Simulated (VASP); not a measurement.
# Ti (Im-3m) in VASP: notebook, part 2 of 3

VASP 6.6.1.

## 3. Single point, LDA

This run uses another cell than the first one, of 14.08 Å³/atom, 0.984 times its volume.

The input, INCAR:

```
SYSTEM = Ti
  ALGO = Normal
  EDIFF = 1E-6
  ENCUT = 520
  GGA = CA
  ISIF = 2
  ISMEAR = -1
  LASPH = .TRUE.
  LCHARG = .FALSE.
  LREAL = .FALSE.
  LWAVE = .FALSE.
  NBANDS = 12
  NELM = 100
  PREC = Accurate
  SIGMA = 0.05
```

The input, KPOINTS:

```
k-points
0
G
  18 18 18
  0 0 0
```

The input, POSCAR:

```
Ti
1.0
   -1.5211925029      1.5211925029      1.5211925029
    1.5211925029     -1.5211925029      1.5211925029
    1.5211925029      1.5211925029     -1.5211925029
Ti
1
Direct
    0.0000000000      0.0000000000      0.0000000000
```

Potentials or basis: VASP PAW LDA potentials, release 64 (Ti_sv).

On the command line:

```console
$ cat potpaw_LDA.64/Ti_sv/POTCAR > POTCAR
$ mpirun -np 1 vasp_std > vasp.out
```

OUTCAR:

```text
SYSTEM = Ti
   EDIFF = 1E-6
   ENCUT = 520
   GGA = CA
   ISIF = 2
   ISMEAR = -1
   LASPH = .TRUE.
   LREAL = .FALSE.
   NELM = 100
   PREC = Accurate

 ion  position               nearest neighbor table
   1  0.000  0.000  0.000-

  LATTYP: Found a body centered cubic cell.
 ALAT       =     3.0423850058

  Lattice vectors:

 A1 = (  -1.5211925029,   1.5211925029,   1.5211925029)
 A2 = (   1.5211925029,  -1.5211925029,   1.5211925029)
 A3 = (   1.5211925029,   1.5211925029,  -1.5211925029)

Analysis of symmetry for initial positions (statically):
=====================================================================
 Subroutine PRICEL returns:
 Original cell was already a primitive cell.

 Routine SETGRP: Setting up the symmetry group for a
 body centered cubic supercell.

 Subroutine GETGRP returns: Found 48 space group operations
 (whereof 48 operations were pure point group operations)
 out of a pool of 48 trial point group operations.

The static configuration has the point symmetry O_h .

Analysis of symmetry for dynamics (positions and initial velocities):
=====================================================================
 Subroutine PRICEL returns:
 Original cell was already a primitive cell.

 Routine SETGRP: Setting up the symmetry group for a
 body centered cubic supercell.

 Subroutine GETGRP returns: Found 48 space group operations
 (whereof 48 operations were pure point group operations)
 out of a pool of 48 trial point group operations.

The dynamic configuration has the point symmetry O_h .

 Subroutine INISYM returns: Found 48 space group operations
 (whereof 48 operations are pure point group operations),
 and found     1 'primitive' translations

----------------------------------------------------------------------------------------

                                     Primitive cell

  volume of cell :      14.0803

  direct lattice vectors                    reciprocal lattice vectors
    -1.521192503  1.521192503  1.521192503     0.000000000  0.328689498  0.328689498
     1.521192503 -1.521192503  1.521192503     0.328689498  0.000000000  0.328689498
     1.521192503  1.521192503 -1.521192503     0.328689498  0.328689498  0.000000000

  length of vectors
     2.634782703  2.634782703  2.634782703     0.464837146  0.464837146  0.464837146

  position of ions in fractional coordinates (direct lattice)
     0.000000000  0.000000000  0.000000000

  ion indices of the primitive-cell ions
   primitive index   ion index
                 1           1

----------------------------------------------------------------------------------------

 KPOINTS: k-points

Automatic generation of k-mesh.
 Grid dimensions read from file:
 generate k-points for:   18   18   18

 Generating k-lattice:

  Cartesian coordinates                     Fractional coordinates (reciprocal lattice)
     0.000000000  0.018260528  0.018260528     0.055555556  0.000000000  0.000000000
     0.018260528  0.000000000  0.018260528     0.000000000  0.055555556  0.000000000
     0.018260528  0.018260528  0.000000000     0.000000000  0.000000000  0.055555556

  Length of vectors
     0.025824286  0.025824286  0.025824286

  Shift w.r.t. Gamma in fractional coordinates (k-lattice)
     0.000000000  0.000000000  0.000000000

 Subroutine IBZKPT returns following result:
 ===========================================

 Found    195 irreducible k-points:

 Following reciprocal coordinates:
            Coordinates               Weight
  0.000000  0.000000  0.000000      1.000000
  0.055556  0.000000  0.000000     12.000000
  0.111111  0.000000  0.000000     12.000000
  0.166667  0.000000  0.000000     12.000000
  0.222222  0.000000  0.000000     12.000000
  0.277778  0.000000  0.000000     12.000000
[... 16 lines left out ...]
  0.333333  0.111111 -0.000000     48.000000
  0.388889  0.111111 -0.000000     48.000000
 [... further k-points ...]
   k-points           NKPTS =    195   k-points in BZ     NKDIM =    195   number of bands    NBANDS=     12
   number of dos      NEDOS =    301   number of ions     NIONS =      1
   total plane-waves  NPLWV =   8000
   dimension x,y,z NGX =    20 NGY =   20 NGZ =   20
   dimension x,y,z NGXF=    40 NGYF=   40 NGZF=   40
   ions per type =               1
   NGX,Y,Z   is equivalent  to a cutoff of  12.62, 12.62, 12.62 a.u.
   NGXF,Y,Z  is equivalent  to a cutoff of  25.24, 25.24, 25.24 a.u.
 SYSTEM =  Ti
   PREC   = accura    normal or accurate (medium, high low for compatibility)
   ISTART =      0    job   : 0-new  1-cont  2-samecut
   ICHARG =      2    charge: 1-file 2-atom 10-const
   ISPIN  =      1    spin polarized calculation?
   LNONCOLLINEAR =      F non collinear calculations
   LSORBIT =      F    spin-orbit coupling
   LASPH  =      T    aspherical Exc in radial PAW
   ENCUT  =  520.0 eV  38.22 Ry    6.18 a.u.   4.90  4.90  4.90*2*pi/ulx,y,z
   NELM   =    100;   NELMIN=  2; NELMDL= -5     # of ELM steps
   EDIFF  = 0.1E-05   stopping-criterion for ELM
   LREAL  =      F    real-space projection
   EDIFFG = 0.1E-04   stopping-criterion for IOM
   NSW    =      0    number of steps for IOM
   IBRION =     -1    ionic relax: 0-MD 1-quasi-New 2-CG
   NFREE  =      0    steps in history (QN), initial steepest desc. (CG)
   ISIF   =      2    stress and relaxation
   ISYM   =      2    0-nonsym 1-usesym 2-fastsym
   POTIM  = 0.5000    time-step for ionic-motion
   TEBEG  =    0.0;   TEEND  =   0.0 temperature during run
   PSTRESS=    0.0 pullay stress
   NELECT =      12.0000    total number of electrons
   NUPDOWN=      -1.0000    fix difference up-down
   EMIN   =  10.00;   EMAX   =-10.00  energy-range for DOS
   EFERMI =   0.00;   METHOD = LEGACY
   ISMEAR =    -1;   SIGMA  =   0.05  broadening in eV -4-tet -1-fermi 0-gaus
   EFERMI_NEDOS =   21; number of points for ismear=-14 and -15
   IALGO  =     38    algorithm
   IMIX   =      4    mixing-type and parameters
     AMIX     =   0.40;   BMIX     =  1.00
     AMIX_MAG =   1.60;   BMIX_MAG =  1.00
  volume/ion in A,a.u.               =      14.08        95.02
  Fermi-wavevector in a.u.,A,eV,Ry     =   1.552141  2.933121 32.778348  2.409141
  Thomas-Fermi vector in A             =   2.656559
   LORBIT       =      0    0 simple, 1 ext, 2 COOP (PROOUT), +10 PAW based schemes
   GGA     = CA    functional components
   LHFCALC =     F    Hartree Fock is set to
   AEXX    =    0.0000 exact exchange contribution
   IVDW    =     0    specifies the selected vdW correction
   LEPSILON=     F    determine dielectric tensor
   LRPA    =     F    only Hartree local field effects (RPA)
 non-spin polarized calculation
  energy-cutoff  :      520.00
  volume of cell :       14.08
 maximum number of plane-waves:       394
   NGX =  9   NGY =  9   NGZ =  9

 number of electron      12.0000006 magnetization

 Free energy of the ion-electron system (eV)
  ---------------------------------------------------
  ext. energy  EPLUGINS =         0.00000000
  ---------------------------------------------------
  free energy    TOTEN  =        -8.38407513 eV

  energy without entropy =       -8.37089866  energy(sigma->0) =       -8.37748689

 E-fermi :  10.2153     XC(G=0): -12.8183

 val. band max:       10.2034062523   @ k =   0.2778   0.2222   0.0556
 cond. band min:      10.2179452620   @ k =   0.1667   0.1111   0.0556
 fundamental gap:      0.0145390097
 Fermi energy:        10.2153338105

 k-point     1 :       0.0000    0.0000    0.0000
  band No.  band energies     occupation
      1     -45.2828      2.00000
      2     -21.1431      2.00000
      3     -21.1431      2.00000
      4     -21.1431      2.00000
      5       3.9985      2.00000
      6      11.3272      0.00000
      7      11.3272      0.00000
      8      11.3272      0.00000
      9      13.6133      0.00000
     10      13.6133      0.00000
     11      29.2257      0.00000
     12      29.2257      0.00000

 k-point     2 :       0.0556    0.0000    0.0000
  band No.  band energies     occupation
      1     -45.2736      2.00000
      2     -21.1860      2.00000
      3     -21.1556      2.00000
      4     -21.1436      2.00000
      5       4.1294      2.00000
      6      11.2613      0.00000
      7      11.3105      0.00000
      8      11.4297      0.00000
      9      13.5308      0.00000
     10      13.6166      0.00000
     11      29.1755      0.00000
     12      29.2508      0.00000
[... 316 lines left out ...]
 k-point    24 :       0.3889    0.1111   -0.0000
  band No.  band energies     occupation
      1     -44.9675      2.00000
      2     -22.3918      2.00000
      3     -21.5844      2.00000
      4     -21.2142      2.00000
      5       7.5387      2.00000
      6       9.5900      1.99999
      7      11.3363      0.00000
      8      13.5552      0.00000
      9      14.3112      0.00000
     10      16.1797      0.00000
     11      21.9297      0.00000
     12      25.2371      0.00000

 [... further k-points ...]
[... 5 lines left out ...]
  --------------------------------------------------------------------------------------
  -------------------------------------------------------------------------------------
  Total        1.4663651      1.4663651      1.4663651      0.0000000      0.0000000      0.0000000
  in kB      166.8553617    166.8553617    166.8553617      0.0000000      0.0000000      0.0000000
  external PRESSURE =     166.8553617 kB  Pullay stress =       0.0000000 kB

 VOLUME and BASIS-vectors are now :
 -----------------------------------------------------------------------------
  energy-cutoff  :      520.00
  volume of cell :       14.08
      direct lattice vectors                 reciprocal lattice vectors
    -1.521192503  1.521192503  1.521192503     0.000000000  0.328689498  0.328689498
     1.521192503 -1.521192503  1.521192503     0.328689498  0.000000000  0.328689498
     1.521192503  1.521192503 -1.521192503     0.328689498  0.328689498  0.000000000

 POSITION                                       TOTAL-FORCE (eV/Angst)
 -----------------------------------------------------------------------------------
      0.00000      0.00000      0.00000         0.000000      0.000000      0.000000
 -----------------------------------------------------------------------------------
    total drift:                                0.000000     -0.000000      0.000000

  FREE ENERGIE OF THE ION-ELECTRON SYSTEM (eV)
  ---------------------------------------------------
  free  energy   TOTEN  =        -8.3840751281 eV

  energy  without entropy=       -8.3708986564  energy(sigma->0) =       -8.37748689
```

OSZICAR:

```text
N       E                     dE             d eps       ncg     rms          rms(c)
DAV:   1     0.861259706284E+02    0.86126E+02   -0.65297E+03  4696   0.126E+03
DAV:   2    -0.488436317290E+01   -0.91010E+02   -0.88522E+02  4812   0.302E+02
DAV:   3    -0.894786038666E+01   -0.40635E+01   -0.40168E+01  6124   0.646E+01
DAV:   4    -0.904930873695E+01   -0.10145E+00   -0.10135E+00  5308   0.859E+00
DAV:   5    -0.905184620152E+01   -0.25375E-02   -0.25374E-02  5368   0.115E+00    0.103E+01
DAV:   6    -0.836685791516E+01    0.68499E+00   -0.14873E+00  5088   0.180E+01    0.322E+00
DAV:   7    -0.836689285638E+01   -0.34941E-04   -0.91567E-02  5640   0.354E+00    0.155E+00
DAV:   8    -0.838371113264E+01   -0.16818E-01   -0.50651E-02  4924   0.256E+00    0.107E-01
DAV:   9    -0.838401192925E+01   -0.30080E-03   -0.38791E-03  5620   0.596E-01    0.102E-01
DAV:  10    -0.838410292079E+01   -0.90992E-04   -0.37363E-04  4984   0.215E-01    0.237E-02
DAV:  11    -0.838407569220E+01    0.27229E-04   -0.26884E-05  5472   0.750E-02    0.665E-03
DAV:  12    -0.838407512814E+01    0.56406E-06   -0.84019E-07  4036   0.992E-03
   1 F= -.83840751E+01 E0= -.83774869E+01  d E =-.131765E-01
```

Wall time 10 s (1 thread of Intel Xeon 6975P-C (Granite Rapids), shared host); peak memory 0.14 GiB.

Results:

```yaml
Free_energy: -8.3841 eV
Pressure: 16.7 GPa
Band_gap_on_the_k_mesh: zero (band 6 reaches 11.33 eV, above the bottom of band 7 at 9.48 eV)
```

Levels at points of the mesh, in eV from the Fermi level:
```
           k point  band 2  band 3  band 4  band 5  band 6  band 7  band 8  band 9  band 10  band 11
(0.00, 0.00, 0.00)  -31.36  -31.36  -31.36   -6.22    1.11    1.11    1.11    3.40     3.40    19.01
(0.50, 0.00, 0.00)  -32.69  -31.76  -31.37   -3.02   -0.71    2.10    3.44    3.89     5.51    11.38
(0.50, 0.50, 0.50)  -32.24  -32.24  -32.24   -2.93   -2.93    5.03    5.03    5.03    10.33    10.33
```

## 4. Single point, LDA

This run uses another cell than the first one, of 14.08 Å³/atom, 0.984 times its volume.

The input, INCAR:

```
PREC = Accurate ; ENCUT = 520
EDIFF = 1E-6 ; ISMEAR = -1
SIGMA = 0.05 ; LREAL = F
LASPH = T ; NELM = 100
ALGO = Normal ; ISIF = 2
LWAVE = F ; LCHARG = T
GGA = CA ; LELF = T
LVHAR = T ; NBANDS = 12
```

The input, KPOINTS:

```
regular mesh
0
Gamma
  18 18 18
```

POSCAR is that of step 3.

On the command line:

```console
$ cat potpaw_LDA.64/Ti_sv/POTCAR > POTCAR
$ mpirun -np 1 vasp_std > vasp.out
```

Run time: 11 s. Hardware: 1 thread of Intel Xeon 6975P-C (Granite Rapids), shared host; peak memory 0.14 GiB.

Results (log left out):

* Free energy: -8.3841 eV
* Pressure: 16.7 GPa
* Band gap on the k mesh: zero (band 6 reaches 11.33 eV, above the bottom of band 7 at 9.48 eV)

Levels at points of the mesh, in eV from the Fermi level:
| k point | band 2 | band 3 | band 4 | band 5 | band 6 | band 7 | band 8 | band 9 | band 10 | band 11 |
| --- | --- | --- | --- | --- | --- | --- | --- | --- | --- | --- |
| (0.00, 0.00, 0.00) | -31.36 | -31.36 | -31.36 | -6.22 | 1.11 | 1.11 | 1.11 | 3.40 | 3.40 | 19.01 |
| (0.50, 0.00, 0.00) | -32.69 | -31.76 | -31.37 | -3.02 | -0.71 | 2.10 | 3.44 | 3.89 | 5.51 | 11.38 |
| (0.50, 0.50, 0.50) | -32.24 | -32.24 | -32.24 | -2.93 | -2.93 | 5.03 | 5.03 | 5.03 | 10.33 | 10.33 |

[end of part 2 of 3]
